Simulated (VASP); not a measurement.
SnTe (rocksalt type), 2 atoms in the cell. The structure is cubic, space group Fm-3m (No. 225). The conventional cell has a = 5.783 Å, b = 5.783 Å, c = 5.783 Å, α = 90.00°, β = 90.00°, γ = 90.00°. Sn (site symmetry m-3m) has 6 Te at 2.89 Å within 3.8 Å. Within 3.8 Å of Te (site symmetry m-3m) lie 6 Sn at 2.89 Å. 

- Program: VASP 6.6.1
- Task: relaxation of cell and atoms
- Functional: PBEsol
- Potentials or basis: VASP PAW PBE potentials, release 64 (Sn_d, Te)
- Cutoff: 600 eV
- k mesh: 11 × 11 × 11
- Occupations: fermi-dirac, width 0.08 eV
- Spin: no spin polarisation
- Dipole correction: no
- Further INCAR settings: ALGO = Normal; EDIFF = 1e-06; IBRION = 2; EDIFFG = -0.005; NSW = 60; ISIF = 3

Potentials or basis: VASP PAW PBE potentials, release 64 (Sn_d, Te).

Launch:

```bash
$ cat potpaw_PBE.64/Sn_d/POTCAR potpaw_PBE.64/Te/POTCAR > POTCAR
$ mpirun -np 1 vasp_std > vasp.out
```

Hardware: 1 thread of Intel Xeon 8259CL, on a shared host.

Question: Estimate the wall time of this run.

Answer: Wall time 4.7 min on 1 thread of Intel Xeon 8259CL (shared host), peak memory 0.24 GiB. Counts: scf iterations 47, k points 56, ion steps 6.
